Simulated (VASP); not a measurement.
A run of VASP 6.6.1 is set up as follows.

Contents of INCAR:

```
ALGO = Normal
EDIFF = 1E-7
ENCUT = 520
GGA = PE
ISIF = 2
ISMEAR = 0
LASPH = True
LCHARG = False
LREAL = False
LWAVE = False
NBANDS = 58
NELM = 100
PREC = Accurate
SIGMA = 0.1
```

The input KPOINTS:

```
k-points
0
Gamma
  4 4 4
```

Contents of POSCAR:

```
KRh6
1.0
    5.8869966645      0.0000000000      0.0000000000
    0.0000000000      5.8869966645      0.0000000000
    0.0000000000      0.0000000000      5.8869966645
K Rh
1 6
Direct
    0.0000000000      0.0000000000      0.0000000000
    0.1970408644      0.5000000000      0.5000000000
    0.5000000000      0.5000000000      0.8029591356
    0.5000000000      0.5000000000      0.1970408644
    0.5000000000      0.1970408644      0.5000000000
    0.5000000000      0.8029591356      0.5000000000
    0.8029591356      0.5000000000      0.5000000000
```

Potentials or basis: VASP PAW PBE potentials, release 64 (K_sv, Rh_pv).

Launch:

```bash
$ cat potpaw_PBE.64/K_sv/POTCAR potpaw_PBE.64/Rh_pv/POTCAR > POTCAR
$ mpirun -np 1 vasp_std > vasp.out
```

Problem. What does it give for the largest force?

Solution. 0.041 eV/Å.

Problem. Predict the pressure.

Solution. -0.1 GPa.

Forces on the atoms (eV/Å):
```
K    0.000  0.000  0.000
Rh   0.041  0.000  0.000
Rh   0.000  0.000 -0.041
Rh   0.000  0.000  0.041
Rh   0.000  0.041  0.000
Rh   0.000 -0.041  0.000
Rh  -0.041  0.000  0.000
```
